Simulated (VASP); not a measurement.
Write the native input for VASP 6.6.1 that does the following.

```yaml
Task: single point
Functional: PBE
Potentials_or_basis: VASP PAW PBE potentials, release 64 (Ga_d, N)
Cutoff: 520 eV
k_mesh: 6 × 6 × 6
Occupations: gaussian, width 0.01 eV
Spin: no spin polarisation
Dipole_correction: no
Further_INCAR_settings: ALGO = Normal; EDIFF = 1e-06; NBANDS = 16
```

The structure of GaN lies in POSCAR:

```
GaN
1.0
    0.0000000000      2.1085152362      2.1085152362
    2.1085152362      0.0000000000      2.1085152362
    2.1085152362      2.1085152362      0.0000000000
Ga N
1 1
Direct
    0.0000000000      0.0000000000      0.0000000000
    0.5000000000      0.5000000000      0.5000000000
```

These files were run (other wordings do the same):

INCAR

```
SYSTEM = GaN
PREC = Accurate
ENCUT = 520
EDIFF = 1E-6
ISMEAR = 0
SIGMA = 0.01
LREAL = .False.
LASPH = .True.
NELM = 100
ALGO = Normal
ISIF = 2
LWAVE = .False.
LCHARG = .True.
GGA = PE
LELF = .True.
LVHAR = .True.
NBANDS = 16
```

KPOINTS

```
Automatic mesh
0
Gamma
  6 6 6
  0 0 0
```

Potentials or basis: VASP PAW PBE potentials, release 64 (Ga_d, N).

Launch:

```bash
$ cat potpaw_PBE.64/Ga_d/POTCAR potpaw_PBE.64/N/POTCAR > POTCAR
$ mpirun -np 1 vasp_std > vasp.out
```

It gave:

The pressure is 8.9 GPa and the band gap on the k mesh is 0.62 eV, indirect (least direct gap 2.83 eV).

Caveat: the k points lie up to 0.43 Å⁻¹ apart.

Wall time 6.4 s on 1 thread of Intel Xeon 6975P-C, with other jobs on the host, peak memory 0.13 GiB.
